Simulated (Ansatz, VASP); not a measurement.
# Zn3BiO in VASP and in Ansatz

INCAR

```
PREC = Accurate ; ENCUT = 910
EDIFF = 1E-7 ; ISMEAR = 0
SIGMA = 0.1 ; LREAL = False
LASPH = True ; NELM = 120
ALGO = Normal ; ISIF = 3
LWAVE = False ; LCHARG = False
GGA = PE ; IBRION = 2
NSW = 90 ; EDIFFG = -0.04
GGA_COMPAT = False ; NELMIN = 4
```

Contents of KPOINTS:

```
regular mesh
0
Gamma
  4 4 4
```

Contents of POSCAR:

```
Zn3BiO
1.0
    4.3065844300      0.0000000000      0.0000000000
    0.0000000000      4.3065844300      0.0000000000
    0.0000000000      0.0000000000      4.4895174900
Zn Bi O
3 1 1
Direct
    0.5000000000      0.0000000000      0.5000000000
    0.0000000000      0.5000000000      0.5000000000
    0.5000000000      0.5000000000      0.0000000000
    0.0000000000      0.0000000000      0.5000000000
    0.0000000000      0.0000000000      0.0000000000
```

Input for Ansatz:

```yaml
crystal:
  lattice:
    - [4.30658443, 0.0, 0.0]
    - [0.0, 4.30658443, 0.0]
    - [0.0, 0.0, 4.48951749]
  atoms:
    - { symbol: Zn, position: [0.5, 0.0, 0.5] }
    - { symbol: Zn, position: [0.0, 0.5, 0.5] }
    - { symbol: Zn, position: [0.5, 0.5, 0.0] }
    - { symbol: Bi, position: [0.0, 0.0, 0.5] }
    - { symbol: O, position: [0.0, 0.0, 0.0] }
basis:
  ecutwfc: 420
kpoints:
  mp_grid: { grid: [4, 4, 4] }
hamiltonian:
  xc: pbe
scf:
  occupations: { method: gaussian, width: 0.1 }
  lower_state_search: "off"
output:
  forces: true
  stress: true
  eigenvalues: true
relax:
  adjacent_minimum: "off"
  f_tol: 0.04
  max_steps: 70
  cell: { stress_tol: 0.4 }
```

Alike in both runs: task relaxation of cell and atoms; functional PBE; k mesh 4 × 4 × 4; occupations gaussian, width 0.1 eV; no spin polarisation.

|  | VASP | Ansatz |
| --- | --- | --- |
| version | VASP 6.6.1 | Ansatz 0.2.0 |
| potentials or method | VASP PAW PBE potentials, release 64 (Zn, Bi_d, O_h), cutoff 910 eV | scalar-relativistic, plane waves, PAW |
| valence electrons in the cell | 57 | 57 |

Ansatz gave:

* gap on the k mesh at the Fermi level, each at its own relaxed structure (eV): none
* relaxed volume (Å³/atom): 26.78
* relaxed cell length with the largest relative difference (Å): 5.537

**Question.** Which values does VASP return?

**Answer.** gap on the k mesh at the Fermi level, each at its own relaxed structure (eV): none; relaxed volume (Å³/atom): 24.37; relaxed cell length with the largest relative difference (Å): 5.287.

A gap of «none» marks a metal or a gap that the smearing closes. One of these differences is far larger than is usual between the two programs; its cause wasn't traced.

The k mesh is coarse, so the values compare programs but aren't converged. Neither program's run includes spin-orbit coupling. Noted on VASP's run: the cutoff is short for stress, so the pressure is rough; the volume moved by over 15 % at a fixed basis, so the end points are rough.
